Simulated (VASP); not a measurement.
# Bi2Se3 (I4mm) in VASP: relaxation of cell and atoms with PBE

Aim: the relaxation of cell and atoms of Bi2Se3 with PBE.

All numbers are computed with VASP 6.6.1; they aren't measurements. Logs are shortened: lines on timing, memory, paths and dates and some standing lists are left out, and cuts for length are marked.

### Step 1. The cell of the first run

Symmetry: I4mm, No. 107, tetragonal system. The conventional cell has a = 5.081 Å, b = 5.081 Å, c = 12.590 Å, α = 90.00°, β = 90.00°, γ = 90.00°. Bi (site symmetry 2mm) has 2 Se at 2.70 to 3.60 Å and 4 Bi at 3.59 Å within 3.6 Å. Se (site symmetry 2mm) has 2 Se at 2.58 Å and 1 Bi at 2.70 Å within 3.4 Å. Within 3.4 Å of Se (site symmetry 4mm) lie 4 Se at 2.58 Å.

The cell was generated, and may not be a known phase.

### Step 2. Relaxation of cell and atoms, PBE

The input, INCAR:

```
PREC = Accurate ; ENCUT = 500
EDIFF = 1E-7 ; ISMEAR = 0
SIGMA = 0.01 ; LREAL = F
LASPH = T ; NELM = 120
ALGO = Normal ; ISIF = 3
LWAVE = F ; LCHARG = F
GGA = PE ; IBRION = 2
NSW = 100 ; EDIFFG = -0.01
GGA_COMPAT = F ; NELMIN = 4
```

The input, KPOINTS:

```
Automatic mesh
0
Gamma
  10 10 10
```

The input, POSCAR:

```
Bi2Se3
1.0
   -2.5404035630      2.5404035630      6.2951294125
    2.5404035630     -2.5404035630      6.2951294125
    2.5404035630      2.5404035630     -6.2951294125
Bi Se
2 3
Direct
    0.4125203484      0.9125203484      0.5000000000
    0.9125203484      0.4125203484      0.5000000000
    0.6266626734      0.1266626734      0.5000000000
    0.1266626734      0.6266626734      0.5000000000
    0.1627436064      0.1627436064      0.0000000000
```

Potentials or basis: VASP PAW PBE potentials, release 64 (Bi_d, Se).

The run is started by

```sh
> cat potpaw_PBE.64/Bi_d/POTCAR potpaw_PBE.64/Se/POTCAR > POTCAR
> mpirun -np 1 vasp_std > vasp.out
```

OUTCAR:

```text
PREC = Accurate
   ENCUT = 500
   EDIFF = 1E-7
   ISMEAR = 0
   LREAL = F
   LASPH = T
   NELM = 120
   ISIF = 3
   GGA = PE
   IBRION = 2
   NSW = 100
   EDIFFG = -0.01
   NELMIN = 4

 ion  position               nearest neighbor table
   1  0.413  0.913  0.500-   3 2.70   2 3.59   2 3.59   2 3.59   2 3.59
   2  0.913  0.413  0.500-   4 2.70   1 3.59   1 3.59   1 3.59   1 3.59
   3  0.627  0.127  0.500-   5 2.58   5 2.58   1 2.70
   4  0.127  0.627  0.500-   5 2.58   5 2.58   2 2.70
   5  0.163  0.163  0.000-   3 2.58   4 2.58   4 2.58   3 2.58

  LATTYP: Found a body centered tetragonal cell.
 ALAT       =     5.0808071260
 C/A-ratio  =     2.4780036937

  Lattice vectors:

 A1 = (  -2.5404035630,   2.5404035630,   6.2951294125)
 A2 = (   2.5404035630,  -2.5404035630,   6.2951294125)
 A3 = (   2.5404035630,   2.5404035630,  -6.2951294125)

Analysis of symmetry for initial positions (statically):
=====================================================================
 Subroutine PRICEL returns:
 Original cell was already a primitive cell.

 Routine SETGRP: Setting up the symmetry group for a
 body centered tetragonal supercell.

 Subroutine GETGRP returns: Found  8 space group operations
 (whereof  8 operations were pure point group operations)
 out of a pool of 16 trial point group operations.

The static configuration has the point symmetry C_4v.

Analysis of symmetry for dynamics (positions and initial velocities):
=====================================================================
 Subroutine PRICEL returns:
 Original cell was already a primitive cell.

 Routine SETGRP: Setting up the symmetry group for a
 body centered tetragonal supercell.

 Subroutine GETGRP returns: Found  8 space group operations
 (whereof  8 operations were pure point group operations)
 out of a pool of 16 trial point group operations.

The dynamic configuration has the point symmetry C_4v.

 Subroutine INISYM returns: Found  8 space group operations
 (whereof  8 operations are pure point group operations),
 and found     1 'primitive' translations

----------------------------------------------------------------------------------------

                                     Primitive cell

  volume of cell :     162.5063

  direct lattice vectors                    reciprocal lattice vectors
    -2.540403563  2.540403563  6.295129412     0.000000000  0.196819122  0.079426485
     2.540403563 -2.540403563  6.295129412     0.196819122  0.000000000  0.079426485
     2.540403563  2.540403563 -6.295129412     0.196819122  0.196819122  0.000000000

  length of vectors
     7.248169069  7.248169069  7.248169069     0.212241215  0.212241215  0.278344272

  position of ions in fractional coordinates (direct lattice)
     0.412520348  0.912520348  0.500000000
     0.912520348  0.412520348  0.500000000
     0.626662673  0.126662673  0.500000000
     0.126662673  0.626662673  0.500000000
     0.162743606  0.162743606  0.000000000

  ion indices of the primitive-cell ions
   primitive index   ion index
                 1           1
                 2           2
                 3           3
                 4           4
                 5           5

----------------------------------------------------------------------------------------

 KPOINTS: Automatic mesh

Automatic generation of k-mesh.
 Grid dimensions read from file:
 generate k-points for:   10   10   10

 Generating k-lattice:

  Cartesian coordinates                     Fractional coordinates (reciprocal lattice)
     0.000000000  0.019681912  0.007942648     0.100000000  0.000000000 -0.000000000
     0.019681912  0.000000000  0.007942648     0.000000000  0.100000000 -0.000000000
     0.019681912  0.019681912  0.000000000     0.000000000  0.000000000  0.100000000

  Length of vectors
     0.021224122  0.021224122  0.027834427

  Shift w.r.t. Gamma in fractional coordinates (k-lattice)
     0.000000000  0.000000000  0.000000000

 Subroutine IBZKPT returns following result:
 ===========================================

 Found    102 irreducible k-points:

 Following reciprocal coordinates:
            Coordinates               Weight
  0.000000  0.000000  0.000000      1.000000
  0.100000 -0.000000  0.000000      8.000000
  0.200000 -0.000000  0.000000      8.000000
  0.300000 -0.000000  0.000000      8.000000
  0.400000 -0.000000  0.000000      8.000000
  0.500000 -0.000000  0.000000      4.000000
[... 16 lines left out ...]
  0.300000  0.300000  0.000000      8.000000
  0.400000  0.300000  0.000000     16.000000
 [... further k-points ...]
   k-points           NKPTS =    102   k-points in BZ     NKDIM =    102   number of bands    NBANDS=     28
   number of dos      NEDOS =    301   number of ions     NIONS =      5
   total plane-waves  NPLWV = 157464
   dimension x,y,z NGX =    54 NGY =   54 NGZ =   54
   dimension x,y,z NGXF=   108 NGYF=  108 NGZF=  108
   ions per type =               2   3
   NGX,Y,Z   is equivalent  to a cutoff of  12.39, 12.39, 12.39 a.u.
   NGXF,Y,Z  is equivalent  to a cutoff of  24.77, 24.77, 24.77 a.u.
 SYSTEM =  unknown system
   PREC   = accura    normal or accurate (medium, high low for compatibility)
   ISTART =      0    job   : 0-new  1-cont  2-samecut
   ICHARG =      2    charge: 1-file 2-atom 10-const
   ISPIN  =      1    spin polarized calculation?
   LNONCOLLINEAR =      F non collinear calculations
   LSORBIT =      F    spin-orbit coupling
   LASPH  =      T    aspherical Exc in radial PAW
   ENCUT  =  500.0 eV  36.75 Ry    6.06 a.u.  13.22 13.22 13.22*2*pi/ulx,y,z
   NELM   =    120;   NELMIN=  4; NELMDL= -5     # of ELM steps
   EDIFF  = 0.1E-06   stopping-criterion for ELM
   LREAL  =      F    real-space projection
   EDIFFG = -.1E-01   stopping-criterion for IOM
   NSW    =    100    number of steps for IOM
   IBRION =      2    ionic relax: 0-MD 1-quasi-New 2-CG
   NFREE  =      1    steps in history (QN), initial steepest desc. (CG)
   ISIF   =      3    stress and relaxation
   ISYM   =      2    0-nonsym 1-usesym 2-fastsym
   POTIM  = 0.5000    time-step for ionic-motion
   TEBEG  =    0.0;   TEEND  =   0.0 temperature during run
   PSTRESS=    0.0 pullay stress
   NELECT =      48.0000    total number of electrons
   NUPDOWN=      -1.0000    fix difference up-down
   EMIN   =  10.00;   EMAX   =-10.00  energy-range for DOS
   EFERMI =   0.00;   METHOD = LEGACY
   ISMEAR =     0;   SIGMA  =   0.01  broadening in eV -4-tet -1-fermi 0-gaus
   EFERMI_NEDOS =   21; number of points for ismear=-14 and -15
   IALGO  =     38    algorithm
   IMIX   =      4    mixing-type and parameters
     AMIX     =   0.40;   BMIX     =  1.00
     AMIX_MAG =   1.60;   BMIX_MAG =  1.00
  volume/ion in A,a.u.               =      32.50       219.33
  Fermi-wavevector in a.u.,A,eV,Ry     =   1.090265  2.060301 16.172929  1.188677
  Thomas-Fermi vector in A             =   2.226485
   LORBIT       =      0    0 simple, 1 ext, 2 COOP (PROOUT), +10 PAW based schemes
   GGA     = PE    functional components
   LHFCALC =     F    Hartree Fock is set to
   AEXX    =    0.0000 exact exchange contribution
   IVDW    =     0    specifies the selected vdW correction
   LEPSILON=     F    determine dielectric tensor
   LRPA    =     F    only Hartree local field effects (RPA)
 conjugate gradient relaxation of ions
 non-spin polarized calculation
 Gauss-broadening in eV      SIGMA  =   0.01
  energy-cutoff  :      500.00
  volume of cell :      162.51
 maximum number of plane-waves:      4151
 NGX is ok and might be reduce to    54
   NGX = 27   NGY = 27   NGZ = 27

--------------------------------------- Ionic step        1  -------------------------------------------

 number of electron      47.9999999 magnetization

 Free energy of the ion-electron system (eV)
  ---------------------------------------------------
  ext. energy  EPLUGINS =         0.00000000
  ---------------------------------------------------
  free energy    TOTEN  =       -17.59266496 eV

  energy without entropy =      -17.59258049  energy(sigma->0) =      -17.59262272

------------------------ aborting loop because EDIFF is reached ----------------------------------------

  FORCE on cell =-STRESS in cart. coord.  units (eV):
  Direction    XX          YY          ZZ          XY          YZ          ZX
  --------------------------------------------------------------------------------------
  -------------------------------------------------------------------------------------
  Total       -0.1053466     -0.1053466     -0.3063582      0.0000000      0.0000000      0.0000000
  in kB       -1.0386308     -1.0386308     -3.0204391      0.0000000      0.0000000      0.0000000
  external PRESSURE =      -1.6992335 kB  Pullay stress =       0.0000000 kB
[... 141 lines left out ...]
  energy  without entropy=      -17.5931304722  energy(sigma->0) =      -17.59317496

--------------------------------------- Ionic step        5  -------------------------------------------

 number of electron      47.9999998 magnetization

 Free energy of the ion-electron system (eV)
  ---------------------------------------------------
  ext. energy  EPLUGINS =         0.00000000
  ---------------------------------------------------
  free energy    TOTEN  =       -17.59330529 eV

  energy without entropy =      -17.59322334  energy(sigma->0) =      -17.59326432

 E-fermi :   3.7773     XC(G=0):  -8.8565

 val. band max:        3.7608560400   @ k =   0.5000   0.1000   0.0000
 cond. band min:       3.7818722506   @ k =  -0.2000   0.4000   0.1000
 fundamental gap:      0.0210162106
 Fermi energy:         3.7773337244

 k-point     1 :       0.0000    0.0000    0.0000
  band No.  band energies     occupation
      1     -19.1100      2.00000
      2     -19.0525      2.00000
      3     -19.0428      2.00000
      4     -19.0395      2.00000
      5     -19.0395      2.00000
      6     -19.0101      2.00000
[... 733 lines left out ...]
     27       6.0224      0.00000
     28       6.3646      0.00000

 [... further k-points ...]
[... 5 lines left out ...]
  --------------------------------------------------------------------------------------
  -------------------------------------------------------------------------------------
  Total        0.0250238      0.0250238     -0.0131388      0.0000000      0.0000000      0.0000000
  in kB        0.2476852      0.2476852     -0.1300476      0.0000000      0.0000000      0.0000000
  external PRESSURE =       0.1217743 kB  Pullay stress =       0.0000000 kB
[... 20 lines left out ...]
  FREE ENERGIE OF THE ION-ELECTRON SYSTEM (eV)
  ---------------------------------------------------
  free  energy   TOTEN  =       -17.5933052920 eV

  energy  without entropy=      -17.5932233422  energy(sigma->0) =      -17.59326432

 reached required accuracy - stopping structural energy minimisation
```

Run time: 39 min. Hardware: 1 thread of Intel Xeon Platinum 8259CL at 2.50GHz (Skylake/Cascade Lake), shared host; peak memory 0.67 GiB.

What came out:

```
Free energy                           : -17.5933 eV
Relaxed volume                        : 32.37 Å³/atom
Relaxed cell                          : a = 7.237 Å, b = 7.237 Å, c = 7.237 Å, α = 138.95°, β = 138.95°, γ = 59.45°
Space group after relaxing (to 0.1 Å) : I4mm (No. 107)
Energy gained by relaxing             : 0.1 meV/atom
Ionic steps                           : 5
Pressure after relaxing               : 0.0 GPa
Largest force after relaxing          : 0.008 eV/Å
Band gap on the k mesh                : zero (bands 24 and 25 overlap by 0.18 eV)
```

Forces in eV/Å, atoms in the order of the input:
```
Bi   0.000  0.000 -0.004
Bi   0.000  0.000 -0.004
Se   0.000  0.000  0.000
Se   0.000  0.000  0.000
Se   0.000  0.000  0.008
```

The path:
```tsv
step	energy change (eV)	largest force (eV/Å)	pressure (GPa)	volume (Å³)
1	0.0000	0.0529	-0.17	162.51
2	-0.0003	0.0391	0.10	161.70
3	-0.0005	0.0315	0.00	161.99
4	-0.0006	0.0258	0.00	161.96
5	-0.0006	0.0085	0.01	161.87
```

Final structure:
```
Bi Se
1.0
    -2.53746    2.53746    6.28502
     2.53746   -2.53746    6.28502
     2.53746    2.53746   -6.28502
Bi Se
2 3
Cartesian
  2.5375 0.0000 5.1850
  0.0000 2.5375 5.1850
  0.0000 2.5375 1.5891
  2.5375 0.0000 1.5891
  0.0000 0.0000 2.0526
```

Levels at points of the mesh, in eV from the Fermi level:
```tsv
k point	band 20	band 21	band 22	band 23	band 24	band 25	band 26	band 27	band 28
(0.00, 0.00, 0.00)	-1.97	-1.60	-0.93	-0.89	-0.89	2.18	2.91	2.91	3.11
(0.50, 0.00, 0.00)	-2.03	-1.99	-0.72	-0.18	-0.05	0.02	0.19	0.52	2.34
(0.50, 0.50, 0.00)	-2.31	-1.83	-1.46	-0.64	-0.51	0.16	0.55	1.08	3.79
(0.50, 0.50, 0.50)	-1.87	-1.82	-1.82	-0.64	-0.64	0.98	2.42	2.42	3.71
```

Caveat: spin-orbit coupling is left out, which moves the levels of the heavy elements.

The gap in the log of VASP goes by the Fermi energy; the results here count the filled bands.